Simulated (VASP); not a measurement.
# Sb: relaxation of the atoms with PBE

System: Sb, a slab with vacuum.

```
Sb
1.0
     3.38805    0.00000    0.00000
     0.00000    3.38805    0.00000
     0.00000    0.00000   27.97860
Sb
6
Direct
  0.25000 0.25000 0.28992
  0.75000 0.75000 0.36621
  0.25000 0.25000 0.45499
  0.75000 0.75000 0.54501
  0.25000 0.25000 0.63379
  0.75000 0.75000 0.71008
```

```yaml
Program: VASP 6.6.1
Task: relaxation of the atoms
Functional: PBE
Potentials_or_basis: VASP PAW PBE potentials, release 64 (Sb)
Cutoff: 520 eV
k_mesh: 10 × 10 × 1
Occupations: fermi-dirac, width 0.05 eV
Spin: no spin polarisation
Dipole_correction: yes
Further_INCAR_settings: ALGO = Normal; EDIFF = 1e-06; IBRION = 2; EDIFFG = -0.01; NSW = 32
```

- Energy gained by relaxing: 0.3 meV/atom
- Ionic steps: 8
- Largest force after relaxing: 0.008 eV/Å

Forces in eV/Å, atoms in the order of the input:
```
Sb   0.000  0.000 -0.008
Sb   0.000  0.000 -0.004
Sb   0.000  0.000 -0.001
Sb   0.000  0.000  0.001
Sb   0.000  0.000  0.004
Sb   0.000  0.000  0.008
```

Step by step:
```tsv
step	energy change (eV)	largest force (eV/Å)	pressure (GPa)
1	0.0000	0.0631	-0.34
2	-0.0006	0.0547	-0.32
3	-0.0017	0.0264	-0.26
4	-0.0008	0.0638	-0.13
5	-0.0019	0.0142	-0.22
6	-0.0019	0.0142	-0.22
7	-0.0019	0.0122	-0.22
8	-0.0021	0.0077	-0.23
```

Final structure:
```
Sb
1.0
     3.38805    0.00000    0.00000
     0.00000    3.38805    0.00000
     0.00000    0.00000   27.97860
Sb
6
Cartesian
  0.8470 0.8470 8.1203
  2.5410 2.5410 10.2240
  0.8470 0.8470 12.7395
  2.5410 2.5410 15.2391
  0.8470 0.8470 17.7546
  2.5410 2.5410 19.8583
```

Levels at points of the mesh, in eV from the Fermi level:
```csv
k point,band 12,band 13,band 14,band 15,band 16,band 17
"(0.00, 0.00, 0.00)",0.57,0.57,1.01,1.55,1.55,2.61
"(0.50, 0.00, 0.00)",-3.12,-0.63,-0.63,1.19,1.19,2.59
"(0.50, 0.50, 0.00)",-3.60,-2.23,-2.23,-1.17,-1.17,-0.80
```

Wall time 19 min on 1 thread of Oxide Virtual Turin-like Processor, on a shared host, peak memory 0.46 GiB.

Caveat: the highest band is partly filled, so the run has too few bands; spin-orbit coupling is left out, which moves the levels of the heavy elements.
